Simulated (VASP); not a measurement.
A run of VASP 6.6.1 is set up as follows.

File INCAR:

```
  ALGO = Normal
  EDIFF = 1E-7
  ENCUT = 520
  GGA = RP
  ISIF = 2
  ISMEAR = -1
  LASPH = True
  LCHARG = False
  LREAL = False
  LWAVE = False
  NBANDS = 26
  NELM = 80
  PREC = Accurate
  SIGMA = 0.1
```

File KPOINTS:

```
k-points
0
Gamma
  7 7 10
```

File POSCAR:

```
Tl
1.0
    5.9246307571      0.0000000000      0.0000000000
   -2.9623153786      5.1308807437      0.0000000000
    0.0000000000      0.0000000000      3.6392960654
Tl
3
Direct
    1.0000000000      1.0000000000      0.0000000000
    0.3333333333      0.6666666667      0.5000000000
    0.6666666667      0.3333333333      0.5000000000
```

Potentials or basis: VASP PAW PBE potentials, release 64 (Tl_d).

The run is started by

```sh
$ cat potpaw_PBE.64/Tl_d/POTCAR > POTCAR
$ mpirun -np 1 vasp_std > vasp.out
```

(1) Estimate the pressure.

Answers

(1) -1.2 GPa.

Caveat: the PAW data sets were made with another functional, which shifts forces and pressure a little.
